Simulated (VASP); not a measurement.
Set up this calculation in VASP 6.6.1, as the native input.

```yaml
Task: single point
Functional: PBE
Potentials_or_basis: VASP PAW PBE potentials, release 64 (Pb_d)
Cutoff: 500 eV
k_mesh: 13 × 13 × 13
Occupations: gaussian, width 0.05 eV
Spin: no spin polarisation
Dipole_correction: no
Further_INCAR_settings: ALGO = Normal; EDIFF = 1e-06; NBANDS = 13
```

The structure of Pb lies in POSCAR:

```
Pb
1.0
    0.0000000000      2.4698000000      2.4698000000
    2.4698000000      0.0000000000      2.4698000000
    2.4698000000      2.4698000000      0.0000000000
Pb
1
Direct
    0.0000000000      0.0000000000      0.0000000000
```

One way to write it, as run:

INCAR

```
PREC = Accurate ; ENCUT = 500
EDIFF = 1E-6 ; ISMEAR = 0
SIGMA = 0.05 ; LREAL = F
LASPH = T ; NELM = 120
ALGO = Normal ; ISIF = 2
LWAVE = F ; LCHARG = F
GGA = PE ; NBANDS = 13
GGA_COMPAT = F
```

KPOINTS

```
Automatic mesh
0
Gamma
  13 13 13
```

Potentials or basis: VASP PAW PBE potentials, release 64 (Pb_d).

Run with:

```sh
$ cat potpaw_PBE.64/Pb_d/POTCAR > POTCAR
$ mpirun -np 1 vasp_std > vasp.out
```

It gave:

```yaml
Pressure: 2.6 GPa
Band_gap_on_the_k_mesh: zero (band 7 reaches 14.82 eV, above the bottom of band 8 at 5.67 eV)
```

Caveat: spin-orbit coupling is left out, which moves the levels of the heavy elements.

It took 39 s on 1 thread of AMD EPYC 7R13 (shared host), peak memory 0.14 GiB.
